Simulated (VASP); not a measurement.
# ZnCd2Se3 (I-4m2) in VASP: single point with PBE

Aim: the single point of ZnCd2Se3 with PBE.

Program: VASP 6.6.1. These are calculated values, not measurements. Logs are shortened: lines on timing, memory, paths and dates and some standing lists are left out, and cuts for length are marked.

**1. The cell of the first run**

Symmetry: I-4m2, No. 119, tetragonal system. The conventional cell has a = 4.163 Å, b = 4.163 Å, c = 17.929 Å, α = 90.00°, β = 90.00°, γ = 90.00°. Within 3.2 Å of Zn (site symmetry -4m2) lie 4 Se at 2.46 Å. Cd (site symmetry 2mm) has 4 Se at 2.61 to 2.62 Å within 3.4 Å. Within 3.2 Å of Se (site symmetry 2mm) lie 2 Zn at 2.46 Å and 2 Cd at 2.62 Å. Se (site symmetry -4m2) has 4 Cd at 2.61 Å within 3.4 Å.

**2. Single point, PBE (25.90 Å³/atom)**

INCAR reads:

```
SYSTEM = ZnCd2Se3
ALGO     = Normal         ! electronic algorithm
EDIFF    = 1E-6           ! SCF threshold, eV
ENCUT    = 520            ! plane-wave cutoff, eV
GGA      = PE             ! functional
ISIF     = 2              ! what is computed and relaxed
ISMEAR   = 0              ! smearing method
LASPH    = .TRUE.         ! aspherical terms in the spheres
LCHARG   = .TRUE.         ! write CHGCAR
LELF     = .TRUE.         ! ELF
LREAL    = .FALSE.        ! projectors in reciprocal space
LVHAR    = .TRUE.       
LWAVE    = .FALSE.        ! write WAVECAR
NBANDS   = 36             ! bands
NELM     = 60             ! most SCF steps
PREC     = Accurate       ! precision mode
SIGMA    = 0.02           ! smearing width, eV
```

KPOINTS reads:

```
k-points
0
G
  10 10 10
  0 0 0
```

POSCAR reads:

```
ZnCd2Se3
1.0
   -2.0816961483      2.0816961483      8.9646306335
    2.0816961483     -2.0816961483      8.9646306335
    2.0816961483      2.0816961483     -8.9646306335
Zn Cd Se
1 2 3
Direct
    0.5000000000      0.5000000000      0.0000000000
    0.8382154394      0.8382154394      0.0000000000
    0.1617845606      0.1617845606      0.0000000000
    0.4268583988      0.9268583988      0.5000000000
    0.0731416012      0.5731416012      0.5000000000
    0.7500000000      0.2500000000      0.5000000000
```

Potentials or basis: VASP PAW PBE potentials, release 64 (Zn, Cd, Se).

The run is started by

```bash
> cat potpaw_PBE.64/Zn/POTCAR potpaw_PBE.64/Cd/POTCAR potpaw_PBE.64/Se/POTCAR > POTCAR
> mpirun -np 1 vasp_std > vasp.out
```

OUTCAR:

```text
SYSTEM = ZnCd2Se3
   EDIFF = 1E-6
   ENCUT = 520
   GGA = PE
   ISIF = 2
   ISMEAR = 0
   LASPH = .TRUE.
   LREAL = .FALSE.
   NELM = 60
   PREC = Accurate

 ion  position               nearest neighbor table
   1  0.500  0.500  0.000-   4 2.46   5 2.46   5 2.46   4 2.46
   2  0.838  0.838  0.000-   6 2.61   6 2.61   4 2.62   4 2.62
   3  0.162  0.162  0.000-   6 2.61   6 2.61   5 2.62   5 2.62
   4  0.427  0.927  0.500-   1 2.46   1 2.46   2 2.62   2 2.62
   5  0.073  0.573  0.500-   1 2.46   1 2.46   3 2.62   3 2.62
   6  0.750  0.250  0.500-   2 2.61   3 2.61   2 2.61   3 2.61

  LATTYP: Found a body centered tetragonal cell.
 ALAT       =     4.1633922966
 C/A-ratio  =     4.3064068888

  Lattice vectors:

 A1 = (  -2.0816961483,   2.0816961483,   8.9646306335)
 A2 = (   2.0816961483,  -2.0816961483,   8.9646306335)
 A3 = (   2.0816961483,   2.0816961483,  -8.9646306335)

Analysis of symmetry for initial positions (statically):
=====================================================================
 Subroutine PRICEL returns:
 Original cell was already a primitive cell.

 Routine SETGRP: Setting up the symmetry group for a
 body centered tetragonal supercell.

 Subroutine GETGRP returns: Found  8 space group operations
 (whereof  8 operations were pure point group operations)
 out of a pool of 16 trial point group operations.

The static configuration has the point symmetry D_2d.

Analysis of symmetry for dynamics (positions and initial velocities):
=====================================================================
 Subroutine PRICEL returns:
 Original cell was already a primitive cell.

 Routine SETGRP: Setting up the symmetry group for a
 body centered tetragonal supercell.

 Subroutine GETGRP returns: Found  8 space group operations
 (whereof  8 operations were pure point group operations)
 out of a pool of 16 trial point group operations.

The dynamic configuration has the point symmetry D_2d.

 Subroutine INISYM returns: Found  8 space group operations
 (whereof  8 operations are pure point group operations),
 and found     1 'primitive' translations

----------------------------------------------------------------------------------------

                                     Primitive cell

  volume of cell :     155.3914

  direct lattice vectors                    reciprocal lattice vectors
    -2.081696148  2.081696148  8.964630634     0.000000000  0.240188752  0.055774746
[... 97 lines left out ...]
   NSW    =      0    number of steps for IOM
   IBRION =     -1    ionic relax: 0-MD 1-quasi-New 2-CG
   NFREE  =      0    steps in history (QN), initial steepest desc. (CG)
   ISIF   =      2    stress and relaxation
   ISYM   =      2    0-nonsym 1-usesym 2-fastsym
   POTIM  = 0.5000    time-step for ionic-motion
   TEBEG  =    0.0;   TEEND  =   0.0 temperature during run
   PSTRESS=    0.0 pullay stress
   NELECT =      54.0000    total number of electrons
   NUPDOWN=      -1.0000    fix difference up-down
   EMIN   =  10.00;   EMAX   =-10.00  energy-range for DOS
   EFERMI =   0.00;   METHOD = LEGACY
   ISMEAR =     0;   SIGMA  =   0.02  broadening in eV -4-tet -1-fermi 0-gaus
   EFERMI_NEDOS =   21; number of points for ismear=-14 and -15
   IALGO  =     38    algorithm
   IMIX   =      4    mixing-type and parameters
     AMIX     =   0.40;   BMIX     =  1.00
     AMIX_MAG =   1.60;   BMIX_MAG =  1.00
  volume/ion in A,a.u.               =      25.90       174.77
  Fermi-wavevector in a.u.,A,eV,Ry     =   1.150969  2.175017 18.024049  1.324730
  Thomas-Fermi vector in A             =   2.287630
   LORBIT       =      0    0 simple, 1 ext, 2 COOP (PROOUT), +10 PAW based schemes
   GGA     = PE    functional components
   LHFCALC =     F    Hartree Fock is set to
   AEXX    =    0.0000 exact exchange contribution
   IVDW    =     0    specifies the selected vdW correction
   LEPSILON=     F    determine dielectric tensor
   LRPA    =     F    only Hartree local field effects (RPA)
 non-spin polarized calculation
 Gauss-broadening in eV      SIGMA  =   0.02
  energy-cutoff  :      520.00
  volume of cell :      155.39
 maximum number of plane-waves:      4201
   NGX = 35   NGY = 35   NGZ = 35

 number of electron      53.9999995 magnetization

 Free energy of the ion-electron system (eV)
  ---------------------------------------------------
  ext. energy  EPLUGINS =         0.00000000
  ---------------------------------------------------
  free energy    TOTEN  =       -16.84034433 eV

  energy without entropy =      -16.84034433  energy(sigma->0) =      -16.84034433

 E-fermi :   1.4457     XC(G=0):  -9.0979

 val. band max:        1.3088680125   @ k =   0.0000   0.0000   0.0000
 cond. band min:       2.0747848220   @ k =   0.0000   0.0000   0.0000
 fundamental gap:      0.7659168095
 Fermi energy:         1.4457387511

 k-point     1 :       0.0000    0.0000    0.0000
  band No.  band energies     occupation
      1     -11.6502      2.00000
      2     -11.1406      2.00000
      3     -11.0106      2.00000
      4      -6.6678      2.00000
      5      -6.6678      2.00000
      6      -6.6525      2.00000
[... 925 lines left out ...]
     35       8.2386      0.00000
     36       8.9607      0.00000

 [... further k-points ...]

------------------------ aborting loop because EDIFF is reached ----------------------------------------

  FORCE on cell =-STRESS in cart. coord.  units (eV):
  Direction    XX          YY          ZZ          XY          YZ          ZX
  --------------------------------------------------------------------------------------
  -------------------------------------------------------------------------------------
  Total        3.6292484      3.6292484      3.6756746      0.0000000      0.0000000      0.0000000
  in kB       37.4196917     37.4196917     37.8983739      0.0000000      0.0000000      0.0000000
  external PRESSURE =      37.5792525 kB  Pullay stress =       0.0000000 kB

 VOLUME and BASIS-vectors are now :
 -----------------------------------------------------------------------------
  energy-cutoff  :      520.00
  volume of cell :      155.39
      direct lattice vectors                 reciprocal lattice vectors
    -2.081696148  2.081696148  8.964630634     0.000000000  0.240188752  0.055774746
     2.081696148 -2.081696148  8.964630634     0.240188752  0.000000000  0.055774746
     2.081696148  2.081696148 -8.964630634     0.240188752  0.240188752  0.000000000

 POSITION                                       TOTAL-FORCE (eV/Angst)
 -----------------------------------------------------------------------------------
      0.00000      0.00000      8.96463        -0.000000     -0.000000      0.000000
      0.00000      0.00000     15.02858         0.000000      0.000000     -0.001431
      0.00000      0.00000      2.90068         0.000000      0.000000      0.001431
      2.08170      0.00000      7.65326        -0.000000     -0.000000      0.016066
      2.08170      0.00000      1.31137         0.000000      0.000000     -0.016066
      0.00000      2.08170      4.48232        -0.000000     -0.000000     -0.000000
 -----------------------------------------------------------------------------------
    total drift:                               -0.000001      0.000001      0.000000

  FREE ENERGIE OF THE ION-ELECTRON SYSTEM (eV)
  ---------------------------------------------------
  free  energy   TOTEN  =       -16.8403443325 eV

  energy  without entropy=      -16.8403443325  energy(sigma->0) =      -16.84034433
```

OSZICAR:

```text
N       E                     dE             d eps       ncg     rms          rms(c)
DAV:   1     0.413541116141E+03    0.41354E+03   -0.24914E+04  7344   0.147E+03
DAV:   2     0.184503655314E+02   -0.39509E+03   -0.38007E+03  7560   0.361E+02
DAV:   3    -0.171075699859E+02   -0.35558E+02   -0.35201E+02  8568   0.110E+02
DAV:   4    -0.178838467108E+02   -0.77628E+00   -0.77438E+00  8580   0.154E+01
DAV:   5    -0.178895018703E+02   -0.56552E-02   -0.56536E-02  8740   0.134E+00    0.103E+01
DAV:   6    -0.168782122446E+02    0.10113E+01   -0.19911E+00  9744   0.207E+01    0.787E+00
DAV:   7    -0.168505405151E+02    0.27672E-01   -0.12697E+00  8056   0.608E+00    0.287E+00
DAV:   8    -0.168397311045E+02    0.10809E-01   -0.12101E-01  8016   0.320E+00    0.545E-01
DAV:   9    -0.168397267666E+02    0.43379E-05   -0.94887E-03  8488   0.727E-01    0.194E-01
DAV:  10    -0.168401282466E+02   -0.40148E-03   -0.10745E-03  8124   0.237E-01    0.669E-02
DAV:  11    -0.168403399936E+02   -0.21175E-03   -0.35270E-04  8072   0.162E-01    0.395E-02
DAV:  12    -0.168403409108E+02   -0.91722E-06   -0.53592E-05  8740   0.673E-02    0.578E-03
DAV:  13    -0.168403435003E+02   -0.25895E-05   -0.86750E-06  8216   0.141E-02    0.422E-03
DAV:  14    -0.168403443325E+02   -0.83220E-06   -0.13253E-06  6388   0.565E-03
   1 F= -.16840344E+02 E0= -.16840344E+02  d E =-.103188E-24
```

stdout:

```text
POSCAR found type information on POSCAR ZnCdSe
 POSCAR found :  3 types and       6 ions
 scaLAPACK will be used
 LDA part: xc-table for (Slater+PW92), standard interpolation
 POSCAR, INCAR and KPOINTS ok, starting setup
 FFT: planning ... GRIDC
 FFT: planning ... GRID_SOFT
 FFT: planning ... GRID
 WAVECAR not read
 entering main loop
```

Wall time 61 min (1 thread of Intel Xeon 8259CL, shared host); peak memory 1 GiB.

What came out:

| Item | Value |
| --- | --- |
| Free energy | -16.8403 eV |
| Pressure | 3.8 GPa |
| Largest force | 0.016 eV/Å |
| Band gap on the k mesh | 0.77 eV |

Forces in eV/Å, atoms in the order of the input:
```
Zn   0.000  0.000  0.000
Cd   0.000  0.000 -0.001
Cd   0.000  0.000  0.001
Se   0.000  0.000  0.016
Se   0.000  0.000 -0.016
Se   0.000  0.000  0.000
```

Caveat: the cell stands under pressure; semilocal functionals underestimate gaps, and a narrow one can read as zero. A k mesh can miss the band edges.
